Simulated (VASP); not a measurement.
# Ti (I4/mmm) in VASP: further runs, part 2 of 2

VASP 6.6.1. The steps go on from the part before.

## 4. Electric field gradients, LDA (zz strain of +1 %)

Input file INCAR:

```
ALGO = Normal ; EDIFF = 1E-8
ENCUT = 520 ; ISIF = 2
ISMEAR = -1 ; LASPH = T
LCHARG = F ; LEFG = T
LREAL = F ; LWAVE = F
NBANDS = 12 ; NELM = 80
PREC = Accurate ; SIGMA = 0.05
```

Input file KPOINTS:

```
k-points
0
Gamma
  15 15 15
```

Input file POSCAR:

```
Ti
1.0
    0.0000000000      2.0300000000      2.0503000000
    2.0300000000      0.0000000000      2.0503000000
    2.0300000000      2.0300000000      0.0000000000
Ti
1
Direct
    0.0000000000      0.0000000000      0.0000000000
```

Potentials or basis: VASP PAW LDA potentials, release 64 (Ti_sv).

Run with:

```bash
cat potpaw_LDA.64/Ti_sv/POTCAR > POTCAR
mpirun -np 1 vasp_std > vasp.out
```

OUTCAR:

```text
EDIFF = 1E-8
   ENCUT = 520
   ISIF = 2
   ISMEAR = -1
   LASPH = T
   LREAL = F
   NELM = 80
   PREC = Accurate

 ion  position               nearest neighbor table
   1  0.000  0.000  0.000-

  LATTYP: Found a body centered tetragonal cell.
 ALAT       =     2.8708535316
 C/A-ratio  =     1.4283556980

  Lattice vectors:

 A1 = (  -2.0300000000,   0.0000000000,   2.0503000000)
 A2 = (   2.0300000000,   0.0000000000,   2.0503000000)
 A3 = (   0.0000000000,   2.0300000000,  -2.0503000000)

Analysis of symmetry for initial positions (statically):
=====================================================================
 Subroutine PRICEL returns:
 Original cell was already a primitive cell.

 Routine SETGRP: Setting up the symmetry group for a
 body centered tetragonal supercell.

 Subroutine GETGRP returns: Found 16 space group operations
 (whereof 16 operations were pure point group operations)
 out of a pool of 16 trial point group operations.

The static configuration has the point symmetry D_4h.

Analysis of symmetry for dynamics (positions and initial velocities):
=====================================================================
 Subroutine PRICEL returns:
 Original cell was already a primitive cell.

 Routine SETGRP: Setting up the symmetry group for a
 body centered tetragonal supercell.

 Subroutine GETGRP returns: Found 16 space group operations
 (whereof 16 operations were pure point group operations)
 out of a pool of 16 trial point group operations.

The dynamic configuration has the point symmetry D_4h.

 Subroutine INISYM returns: Found 16 space group operations
 (whereof 16 operations are pure point group operations),
 and found     1 'primitive' translations

----------------------------------------------------------------------------------------

                                     Primitive cell

  volume of cell :      16.8982

  direct lattice vectors                    reciprocal lattice vectors
     0.000000000  2.030000000  2.050300000    -0.246305419  0.246305419  0.243866751
     2.030000000  0.000000000  2.050300000     0.246305419 -0.246305419  0.243866751
     2.030000000  2.030000000  0.000000000     0.246305419  0.246305419 -0.243866751

  length of vectors
     2.885243506  2.885243506  2.870853532     0.425210196  0.425210196  0.425210196

  position of ions in fractional coordinates (direct lattice)
     0.000000000  0.000000000  0.000000000

  ion indices of the primitive-cell ions
   primitive index   ion index
                 1           1

----------------------------------------------------------------------------------------

 KPOINTS: k-points

Automatic generation of k-mesh.
 Grid dimensions read from file:
 generate k-points for:   15   15   15

 Generating k-lattice:

  Cartesian coordinates                     Fractional coordinates (reciprocal lattice)
    -0.016420361  0.016420361  0.016257783     0.066666667  0.000000000  0.000000000
[... 71 lines left out ...]
   NUPDOWN=      -1.0000    fix difference up-down
   EMIN   =  10.00;   EMAX   =-10.00  energy-range for DOS
   EFERMI =   0.00;   METHOD = LEGACY
   ISMEAR =    -1;   SIGMA  =   0.05  broadening in eV -4-tet -1-fermi 0-gaus
   EFERMI_NEDOS =   21; number of points for ismear=-14 and -15
   IALGO  =     38    algorithm
   IMIX   =      4    mixing-type and parameters
     AMIX     =   0.40;   BMIX     =  1.00
     AMIX_MAG =   1.60;   BMIX_MAG =  1.00
  volume/ion in A,a.u.               =      16.90       114.03
  Fermi-wavevector in a.u.,A,eV,Ry     =   1.460569  2.760075 29.024790  2.133262
  Thomas-Fermi vector in A             =   2.577003
   LORBIT       =      0    0 simple, 1 ext, 2 COOP (PROOUT), +10 PAW based schemes
   GGA     = CA    functional components
   LHFCALC =     F    Hartree Fock is set to
   AEXX    =    0.0000 exact exchange contribution
   IVDW    =     0    specifies the selected vdW correction
   LEPSILON=     F    determine dielectric tensor
   LRPA    =     F    only Hartree local field effects (RPA)
 non-spin polarized calculation
  energy-cutoff  :      520.00
  volume of cell :       16.90
 maximum number of plane-waves:       469
 NGX is ok and might be reduce to    24
   NGX = 11   NGY = 11   NGZ = 11

 number of electron      12.0000003 magnetization

 Free energy of the ion-electron system (eV)
  ---------------------------------------------------
  ext. energy  EPLUGINS =         0.00000000
  ---------------------------------------------------
  free energy    TOTEN  =        -8.48833258 eV

  energy without entropy =       -8.47385980  energy(sigma->0) =       -8.48109619

 E-fermi :   8.2808     XC(G=0): -11.9168

 val. band max:        8.2778725562   @ k =  -0.4667   0.0667   0.1333
 cond. band min:       8.2818477516   @ k =  -0.4000   0.1333   0.0667
 fundamental gap:      0.0039751954
 Fermi energy:         8.2808136842

 k-point     1 :       0.0000    0.0000    0.0000
  band No.  band energies     occupation
      1     -47.7011      2.00000
      2     -23.8978      2.00000
      3     -23.8950      2.00000
      4     -23.8950      2.00000
      5       2.1971      2.00000
      6       9.0817      0.00000
      7       9.1632      0.00000
      8       9.1632      0.00000
      9      10.7537      0.00000
     10      10.8497      0.00000
     11      23.7783      0.00000
     12      28.1435      0.00000
[... 331 lines left out ...]
 k-point    24 :       0.2000    0.1333    0.0000
  band No.  band energies     occupation
      1     -47.6513      2.00000
      2     -24.1111      2.00000
      3     -23.9595      2.00000
      4     -23.9552      2.00000
      5       3.4302      2.00000
      6       8.3008      0.80295
      7       9.5887      0.00000
      8       9.6918      0.00000
      9      10.1110      0.00000
     10      11.0982      0.00000
     11      24.3178      0.00000
     12      25.0333      0.00000

 [... further k-points ...]

------------------------ aborting loop because EDIFF is reached ----------------------------------------

  FORCE on cell =-STRESS in cart. coord.  units (eV):
  Direction    XX          YY          ZZ          XY          YZ          ZX
  --------------------------------------------------------------------------------------
  -------------------------------------------------------------------------------------
  Total       -0.6179910     -0.6179910     -0.6536422      0.0000000     -0.0000000     -0.0000000
  in kB      -58.5940169    -58.5940169    -61.9742370      0.0000000     -0.0000000     -0.0000000
  external PRESSURE =     -59.7207570 kB  Pullay stress =       0.0000000 kB

 VOLUME and BASIS-vectors are now :
 -----------------------------------------------------------------------------
  energy-cutoff  :      520.00
  volume of cell :       16.90
      direct lattice vectors                 reciprocal lattice vectors
     0.000000000  2.030000000  2.050300000    -0.246305419  0.246305419  0.243866751
     2.030000000  0.000000000  2.050300000     0.246305419 -0.246305419  0.243866751
     2.030000000  2.030000000  0.000000000     0.246305419  0.246305419 -0.243866751

 POSITION                                       TOTAL-FORCE (eV/Angst)
 -----------------------------------------------------------------------------------
      0.00000      0.00000      0.00000        -0.000000     -0.000000     -0.000000
 -----------------------------------------------------------------------------------
    total drift:                               -0.000000      0.000000      0.000000

  FREE ENERGIE OF THE ION-ELECTRON SYSTEM (eV)
  ---------------------------------------------------
  free  energy   TOTEN  =        -8.4883325838 eV

  energy  without entropy=       -8.4738598021  energy(sigma->0) =       -8.48109619

 Electric field gradients (V/A^2)
---------------------------------------------------------------------
 ion       V_xx      V_yy      V_zz      V_xy      V_xz      V_yz
---------------------------------------------------------------------
   1       0.425     0.425    -0.850    -0.001    -0.000    -0.000
---------------------------------------------------------------------

 Electric field gradients after diagonalization (V/A^2)
 (convention: |V_zz| > |V_xx| > |V_yy|)
----------------------------------------------------------------------
 ion       V_xx      V_yy      V_zz     asymmetry (V_yy - V_xx)/ V_zz
----------------------------------------------------------------------
   1       0.426     0.425    -0.850       0.001
----------------------------------------------------------------------

           NMR quadrupolar parameters

 Cq : quadrupolar parameter    Cq=e*Q*V_zz/h
 eta: asymmetry parameters     (V_yy - V_xx)/ V_zz
 Q  : nuclear electric quadrupole moment in mb (millibarn)
----------------------------------------------------------------------
 ion       Cq(MHz)       eta       Q (mb)
----------------------------------------------------------------------
   1      -0.002       0.001       1.000
----------------------------------------------------------------------
```

OSZICAR:

```text
N       E                     dE             d eps       ncg     rms          rms(c)
DAV:   1     0.852824457300E+02    0.85282E+02   -0.65703E+03  6932   0.120E+03
DAV:   2    -0.528722446313E+01   -0.90570E+02   -0.88145E+02  7016   0.294E+02
DAV:   3    -0.941496565827E+01   -0.41277E+01   -0.40830E+01  9572   0.641E+01
DAV:   4    -0.950401535545E+01   -0.89050E-01   -0.88964E-01  7804   0.826E+00
DAV:   5    -0.950643920798E+01   -0.24239E-02   -0.24238E-02  8288   0.118E+00    0.836E+00
DAV:   6    -0.850003711234E+01    0.10064E+01   -0.20771E+00  7560   0.210E+01    0.218E+00
DAV:   7    -0.848174483086E+01    0.18292E-01   -0.93037E-02  8512   0.325E+00    0.125E+00
DAV:   8    -0.848801932630E+01   -0.62745E-02   -0.39490E-02  7212   0.261E+00    0.165E-01
DAV:   9    -0.848830734779E+01   -0.28802E-03   -0.31264E-03  8740   0.648E-01    0.793E-02
DAV:  10    -0.848834323963E+01   -0.35892E-04   -0.32732E-04  7460   0.213E-01    0.110E-02
DAV:  11    -0.848833388320E+01    0.93564E-05   -0.22383E-05  8168   0.685E-02    0.125E-02
DAV:  12    -0.848833257224E+01    0.13110E-05   -0.46507E-06  7604   0.281E-02    0.147E-03
DAV:  13    -0.848833258567E+01   -0.13436E-07   -0.89212E-08  8176   0.330E-03    0.119E-03
DAV:  14    -0.848833258379E+01    0.18895E-08   -0.47611E-08  7468   0.308E-03
   1 F= -.84883326E+01 E0= -.84810962E+01  d E =-.144728E-01
```

stdout:

```text
POSCAR found type information on POSCAR Ti
 POSCAR found :  1 types and       1 ions
 scaLAPACK will be used
 LDA part: xc-table for (Slater(with rela. corr.)+CA(PZ))
 , standard interpolation
 POSCAR, INCAR and KPOINTS ok, starting setup
 FFT: planning ... GRIDC
 FFT: planning ... GRID_SOFT
 FFT: planning ... GRID
 WAVECAR not read
 entering main loop
ion   1
```

Wall time 3 min (1 thread of AMD EPYC 7R13, shared host); peak memory 0.14 GiB.

What came out:

```
Free energy            : -8.4883 eV
Pressure               : -6.0 GPa
Band gap on the k mesh : zero (band 6 reaches 9.08 eV, above the bottom of band 7 at 7.97 eV)
```

Electric field gradients, principal values (V/Å²):
```csv
atom,least,middle,greatest (by size)
1 Ti,0.425,0.426,-0.850
```

Caveat: the cell differs from its parent crystal (zz strain of +1 %); without QUAD_EFG the Cq values of the log hold for a quadrupole moment of 1 mb, not for the nuclei.

## 5. Electric field gradients, LDA (zz strain of +1 %)

Input file INCAR:

```
SYSTEM = Ti
  ALGO = Normal
  EDIFF = 1E-8
  ENCUT = 520
  ISIF = 2
  ISMEAR = -1
  LASPH = .TRUE.
  LCHARG = .FALSE.
  LEFG = .TRUE.
  LREAL = .FALSE.
  LWAVE = .FALSE.
  NBANDS = 12
  NELM = 80
  PREC = Accurate
  SIGMA = 0.05
```

Input file KPOINTS:

```
k-points
0
G
  15 15 15
  0 0 0
```

POSCAR is that of step 4.

Potentials or basis: VASP PAW LDA potentials, release 64 (Ti_sv).

Run with:

```bash
cat potpaw_LDA.64/Ti_sv/POTCAR > POTCAR
mpirun -np 1 vasp_std > vasp.out
```

OUTCAR:

```text
SYSTEM = Ti
   EDIFF = 1E-8
   ENCUT = 520
   ISIF = 2
   ISMEAR = -1
   LASPH = .TRUE.
   LREAL = .FALSE.
   NELM = 80
   PREC = Accurate

 ion  position               nearest neighbor table
   1  0.000  0.000  0.000-

  LATTYP: Found a body centered tetragonal cell.
 ALAT       =     2.8708535316
 C/A-ratio  =     1.4283556980

  Lattice vectors:

[... 567 lines left out ...]
 -----------------------------------------------------------------------------------
    total drift:                               -0.000000      0.000000      0.000000

  FREE ENERGIE OF THE ION-ELECTRON SYSTEM (eV)
  ---------------------------------------------------
  free  energy   TOTEN  =        -8.4883325838 eV

  energy  without entropy=       -8.4738598021  energy(sigma->0) =       -8.48109619

 Electric field gradients (V/A^2)
---------------------------------------------------------------------
 ion       V_xx      V_yy      V_zz      V_xy      V_xz      V_yz
---------------------------------------------------------------------
   1       0.425     0.425    -0.850    -0.001    -0.000    -0.000
---------------------------------------------------------------------

 Electric field gradients after diagonalization (V/A^2)
 (convention: |V_zz| > |V_xx| > |V_yy|)
----------------------------------------------------------------------
 ion       V_xx      V_yy      V_zz     asymmetry (V_yy - V_xx)/ V_zz
----------------------------------------------------------------------
   1       0.426     0.425    -0.850       0.001
----------------------------------------------------------------------

           NMR quadrupolar parameters

 Cq : quadrupolar parameter    Cq=e*Q*V_zz/h
 eta: asymmetry parameters     (V_yy - V_xx)/ V_zz
 Q  : nuclear electric quadrupole moment in mb (millibarn)
----------------------------------------------------------------------
 ion       Cq(MHz)       eta       Q (mb)
----------------------------------------------------------------------
   1      -0.002       0.001       1.000
----------------------------------------------------------------------
```

OSZICAR:

```text
N       E                     dE             d eps       ncg     rms          rms(c)
DAV:   1     0.852824457300E+02    0.85282E+02   -0.65703E+03  6932   0.120E+03
DAV:   2    -0.528722446313E+01   -0.90570E+02   -0.88145E+02  7016   0.294E+02
DAV:   3    -0.941496565827E+01   -0.41277E+01   -0.40830E+01  9572   0.641E+01
DAV:   4    -0.950401535545E+01   -0.89050E-01   -0.88964E-01  7804   0.826E+00
DAV:   5    -0.950643920798E+01   -0.24239E-02   -0.24238E-02  8288   0.118E+00    0.836E+00
DAV:   6    -0.850003711234E+01    0.10064E+01   -0.20771E+00  7560   0.210E+01    0.218E+00
DAV:   7    -0.848174483086E+01    0.18292E-01   -0.93037E-02  8512   0.325E+00    0.125E+00
DAV:   8    -0.848801932630E+01   -0.62745E-02   -0.39490E-02  7212   0.261E+00    0.165E-01
DAV:   9    -0.848830734779E+01   -0.28802E-03   -0.31264E-03  8740   0.648E-01    0.793E-02
DAV:  10    -0.848834323963E+01   -0.35892E-04   -0.32732E-04  7460   0.213E-01    0.110E-02
DAV:  11    -0.848833388320E+01    0.93564E-05   -0.22383E-05  8168   0.685E-02    0.125E-02
DAV:  12    -0.848833257224E+01    0.13110E-05   -0.46507E-06  7604   0.281E-02    0.147E-03
DAV:  13    -0.848833258567E+01   -0.13436E-07   -0.89212E-08  8176   0.330E-03    0.119E-03
DAV:  14    -0.848833258379E+01    0.18895E-08   -0.47611E-08  7468   0.308E-03
   1 F= -.84883326E+01 E0= -.84810962E+01  d E =-.144728E-01
```

stdout:

```text
POSCAR found type information on POSCAR Ti
 POSCAR found :  1 types and       1 ions
 scaLAPACK will be used
 LDA part: xc-table for (Slater(with rela. corr.)+CA(PZ))
 , standard interpolation
 POSCAR, INCAR and KPOINTS ok, starting setup
 FFT: planning ... GRIDC
 FFT: planning ... GRID_SOFT
 FFT: planning ... GRID
 WAVECAR not read
 entering main loop
ion   1
```

Wall time 2.9 min (1 thread of AMD EPYC 7R13, shared host); peak memory 0.14 GiB.

Results:

| Item | Value |
| --- | --- |
| Free energy | -8.4883 eV |
| Pressure | -6.0 GPa |
| Band gap on the k mesh | zero (band 6 reaches 9.08 eV, above the bottom of band 7 at 7.97 eV) |

Electric field gradients, principal values (V/Å²):
| atom | least | middle | greatest (by size) |
| --- | --- | --- | --- |
| 1 Ti | 0.425 | 0.426 | -0.850 |

Caveat: the cell differs from its parent crystal (zz strain of +1 %); without QUAD_EFG the Cq values of the log hold for a quadrupole moment of 1 mb, not for the nuclei.
